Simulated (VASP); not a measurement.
# Cr (Pm-3m) in VASP: a series of runs

The runs below take Cr through single point, with revPBE.

Program: VASP 6.6.1. These are calculated values, not measurements. Logs are shortened: lines on timing, memory, paths and dates and some standing lists are left out, and cuts for length are marked.

**1. The cell of the first run**

The structure is cubic, space group Pm-3m (No. 221). Conventional cell: a = 2.352 Å, b = 2.352 Å, c = 2.352 Å, α = 90.00°, β = 90.00°, γ = 90.00°. Cr (site symmetry m-3m) has 6 Cr at 2.35 Å within 3.1 Å.

**2. Single point, revPBE**

INCAR reads:

```
SYSTEM = Cr
  PREC = Accurate
  ENCUT = 520
  EDIFF = 1E-6
  ISMEAR = -1
  SIGMA = 0.1
  LREAL = .False.
  LASPH = .True.
  NELM = 60
  ALGO = Normal
  ISIF = 2
  LWAVE = .False.
  LCHARG = .False.
  GGA = RE
  NBANDS = 12
```

KPOINTS reads:

```
regular mesh
0
Gamma
  13 13 13
  0 0 0
```

POSCAR reads:

```
Cr
1.0
    2.3522879563      0.0000000000      0.0000000000
    0.0000000000      2.3522879563      0.0000000000
    0.0000000000      0.0000000000      2.3522879563
Cr
1
Direct
    0.0000000000      0.0000000000      0.0000000000
```

Potentials or basis: VASP PAW PBE potentials, release 64 (Cr_pv).

The run is started by

```bash
$ cat potpaw_PBE.64/Cr_pv/POTCAR > POTCAR
$ mpirun -np 1 vasp_std > vasp.out
```

OUTCAR:

```text
SYSTEM = Cr
   PREC = Accurate
   ENCUT = 520
   EDIFF = 1E-6
   ISMEAR = -1
   LREAL = .False.
   LASPH = .True.
   NELM = 60
   ISIF = 2
   GGA = RE

 ion  position               nearest neighbor table
   1  0.000  0.000  0.000-

  LATTYP: Found a simple cubic cell.
 ALAT       =     2.3522879563

  Lattice vectors:

 A1 = (   2.3522879563,   0.0000000000,   0.0000000000)
 A2 = (   0.0000000000,   2.3522879563,   0.0000000000)
 A3 = (   0.0000000000,   0.0000000000,   2.3522879563)

Analysis of symmetry for initial positions (statically):
=====================================================================
 Subroutine PRICEL returns:
 Original cell was already a primitive cell.

 Routine SETGRP: Setting up the symmetry group for a
 simple cubic supercell.

 Subroutine GETGRP returns: Found 48 space group operations
 (whereof 48 operations were pure point group operations)
 out of a pool of 48 trial point group operations.

The static configuration has the point symmetry O_h .

Analysis of symmetry for dynamics (positions and initial velocities):
=====================================================================
 Subroutine PRICEL returns:
 Original cell was already a primitive cell.

 Routine SETGRP: Setting up the symmetry group for a
 simple cubic supercell.

 Subroutine GETGRP returns: Found 48 space group operations
 (whereof 48 operations were pure point group operations)
 out of a pool of 48 trial point group operations.

The dynamic configuration has the point symmetry O_h .

 Subroutine INISYM returns: Found 48 space group operations
 (whereof 48 operations are pure point group operations),
 and found     1 'primitive' translations

----------------------------------------------------------------------------------------

                                     Primitive cell

  volume of cell :      13.0158

  direct lattice vectors                    reciprocal lattice vectors
     2.352287956  0.000000000  0.000000000     0.425118021  0.000000000  0.000000000
     0.000000000  2.352287956  0.000000000     0.000000000  0.425118021  0.000000000
     0.000000000  0.000000000  2.352287956     0.000000000  0.000000000  0.425118021

  length of vectors
     2.352287956  2.352287956  2.352287956     0.425118021  0.425118021  0.425118021

  position of ions in fractional coordinates (direct lattice)
     0.000000000  0.000000000  0.000000000

  ion indices of the primitive-cell ions
   primitive index   ion index
                 1           1
[... 73 lines left out ...]
   LREAL  =      F    real-space projection
   EDIFFG = 0.1E-04   stopping-criterion for IOM
   NSW    =      0    number of steps for IOM
   IBRION =     -1    ionic relax: 0-MD 1-quasi-New 2-CG
   NFREE  =      0    steps in history (QN), initial steepest desc. (CG)
   ISIF   =      2    stress and relaxation
   ISYM   =      2    0-nonsym 1-usesym 2-fastsym
   POTIM  = 0.5000    time-step for ionic-motion
   TEBEG  =    0.0;   TEEND  =   0.0 temperature during run
   PSTRESS=    0.0 pullay stress
   NELECT =      12.0000    total number of electrons
   NUPDOWN=      -1.0000    fix difference up-down
   EMIN   =  10.00;   EMAX   =-10.00  energy-range for DOS
   EFERMI =   0.00;   METHOD = LEGACY
   ISMEAR =    -1;   SIGMA  =   0.10  broadening in eV -4-tet -1-fermi 0-gaus
   EFERMI_NEDOS =   21; number of points for ismear=-14 and -15
   IALGO  =     38    algorithm
   IMIX   =      4    mixing-type and parameters
     AMIX     =   0.40;   BMIX     =  1.00
     AMIX_MAG =   1.60;   BMIX_MAG =  1.00
  volume/ion in A,a.u.               =      13.02        87.84
  Fermi-wavevector in a.u.,A,eV,Ry     =   1.593351  3.010997 34.542023  2.538767
  Thomas-Fermi vector in A             =   2.691594
   LORBIT       =      0    0 simple, 1 ext, 2 COOP (PROOUT), +10 PAW based schemes
   GGA     = RE    functional components
   LHFCALC =     F    Hartree Fock is set to
   AEXX    =    0.0000 exact exchange contribution
   IVDW    =     0    specifies the selected vdW correction
   LEPSILON=     F    determine dielectric tensor
   LRPA    =     F    only Hartree local field effects (RPA)
 non-spin polarized calculation
  energy-cutoff  :      520.00
  volume of cell :       13.02
 maximum number of plane-waves:       365
 NGX is ok and might be reduce to    18
   NGX =  9   NGY =  9   NGZ =  9

 number of electron      12.0000013 magnetization

 Free energy of the ion-electron system (eV)
  ---------------------------------------------------
  ext. energy  EPLUGINS =         0.00000000
  ---------------------------------------------------
  free energy    TOTEN  =        -8.12084813 eV

  energy without entropy =       -8.08179884  energy(sigma->0) =       -8.10132348

 E-fermi :   9.5419     XC(G=0): -12.7811

 val. band max:        9.5175724946   @ k =   0.3846   0.1538   0.1538
 cond. band min:       9.5862527212   @ k =   0.3846   0.3077   0.1538
 fundamental gap:      0.0686802266
 Fermi energy:         9.5418533411

 k-point     1 :       0.0000    0.0000    0.0000
  band No.  band energies     occupation
      1     -33.0716      2.00000
      2     -33.0716      2.00000
      3     -33.0716      2.00000
      4       2.2336      2.00000
      5       6.4179      2.00000
      6       6.4179      2.00000
      7      11.9412      0.00000
      8      11.9412      0.00000
      9      11.9412      0.00000
     10      17.0835      0.00000
     11      28.9330      0.00000
     12      28.9330      0.00000
[... 331 lines left out ...]
 k-point    24 :       0.3846    0.3077    0.0000
  band No.  band energies     occupation
      1     -33.8372      2.00000
      2     -33.6307      2.00000
      3     -32.9402      2.00000
      4       5.9248      2.00000
      5       7.4206      2.00000
      6      10.1478      0.00466
      7      10.5050      0.00013
      8      10.9102      0.00000
      9      12.0872      0.00000
     10      17.0802      0.00000
     11      18.4050      0.00000
     12      23.9875      0.00000

 [... further k-points ...]
[... 5 lines left out ...]
  --------------------------------------------------------------------------------------
  -------------------------------------------------------------------------------------
  Total       -0.0133298     -0.0133298     -0.0133298     -0.0000000     -0.0000000      0.0000000
  in kB       -1.6408302     -1.6408302     -1.6408302     -0.0000000     -0.0000000      0.0000000
  external PRESSURE =      -1.6408302 kB  Pullay stress =       0.0000000 kB

 VOLUME and BASIS-vectors are now :
 -----------------------------------------------------------------------------
  energy-cutoff  :      520.00
  volume of cell :       13.02
      direct lattice vectors                 reciprocal lattice vectors
     2.352287956  0.000000000  0.000000000     0.425118021  0.000000000  0.000000000
     0.000000000  2.352287956  0.000000000     0.000000000  0.425118021  0.000000000
     0.000000000  0.000000000  2.352287956     0.000000000  0.000000000  0.425118021

 POSITION                                       TOTAL-FORCE (eV/Angst)
 -----------------------------------------------------------------------------------
      0.00000      0.00000      0.00000         0.000000      0.000000      0.000000
 -----------------------------------------------------------------------------------
    total drift:                               -0.000000      0.000000      0.000000

  FREE ENERGIE OF THE ION-ELECTRON SYSTEM (eV)
  ---------------------------------------------------
  free  energy   TOTEN  =        -8.1208481265 eV

  energy  without entropy=       -8.0817988353  energy(sigma->0) =       -8.10132348
```

stdout:

```text
POSCAR found type information on POSCAR Cr
 POSCAR found :  1 types and       1 ions
 scaLAPACK will be used
 -----------------------------------------------------------------------------
|                                                                             |
|                                                                             |
|     You enforced a specific xc type in the INCAR file but a different       |
|     I HOPE YOU KNOW WHAT YOU ARE DOING!                                     |
|                                                                             |
 -----------------------------------------------------------------------------

 LDA part: xc-table for (Slater+PW92), standard interpolation
 POSCAR, INCAR and KPOINTS ok, starting setup
 FFT: planning ... GRIDC
 FFT: planning ... GRID_SOFT
 FFT: planning ... GRID
 WAVECAR not read
 entering main loop
```

It took 8 s on 1 thread of Intel Xeon Platinum 8259CL at 2.50GHz (Skylake/Cascade Lake), shared host; peak memory 0.12 GiB.

What came out:

* Free energy: -8.1208 eV
* Pressure: -0.2 GPa
* Band gap on the k mesh: zero (band 6 reaches 10.55 eV, above the bottom of band 7 at 9.07 eV)

Caveat: the PAW data sets were made with another functional, which shifts forces and pressure a little; the run has no spin polarisation, though such a crystal can be magnetic. Spin polarisation is off, so any magnetic state and its effect on volume and gap are missing.

**3. Single point, revPBE (volume scaled by 0.88)**

INCAR reads:

```
SYSTEM = Cr
ALGO = Normal
EDIFF = 1E-6
ENCUT = 520
GGA = RE
ISIF = 2
ISMEAR = -1
LASPH = .True.
LCHARG = .False.
LREAL = .False.
LWAVE = .False.
NBANDS = 12
NELM = 80
PREC = Accurate
SIGMA = 0.1
```

KPOINTS reads:

```
k-points
0
Gamma
  15 15 15
  0 0 0
```

POSCAR reads:

```
Cr
1.0
    2.2541598447      0.0000000000      0.0000000000
    0.0000000000      2.2541598447      0.0000000000
    0.0000000000      0.0000000000      2.2541598447
Cr
1
Direct
    0.0000000000      0.0000000000      0.0000000000
```

Potentials or basis: VASP PAW PBE potentials, release 64 (Cr_pv).

The run is started by

```bash
$ cat potpaw_PBE.64/Cr_pv/POTCAR > POTCAR
$ mpirun -np 1 vasp_std > vasp.out
```

Wall time 9.8 s (1 thread of Intel Xeon Platinum 8259CL at 2.50GHz (Skylake/Cascade Lake), shared host); peak memory 0.13 GiB.

It converged, with:

- Free energy: -7.9709 eV
- Pressure: 30.7 GPa
- Band gap on the k mesh: zero (band 6 reaches 12.43 eV, above the bottom of band 7 at 10.44 eV)

Levels at points of the mesh, in eV from the Fermi level:
```csv
k point,band 4,band 5,band 6,band 7,band 8,band 9
"(0.00, 0.00, 0.00)",-7.75,-3.66,-3.66,2.87,2.87,2.87
```

Caveat: the PAW data sets were made with another functional, which shifts forces and pressure a little; the run has no spin polarisation, though such a crystal can be magnetic. Spin polarisation is off, so any magnetic state and its effect on volume and gap are missing.

[end of part 1 of 2]
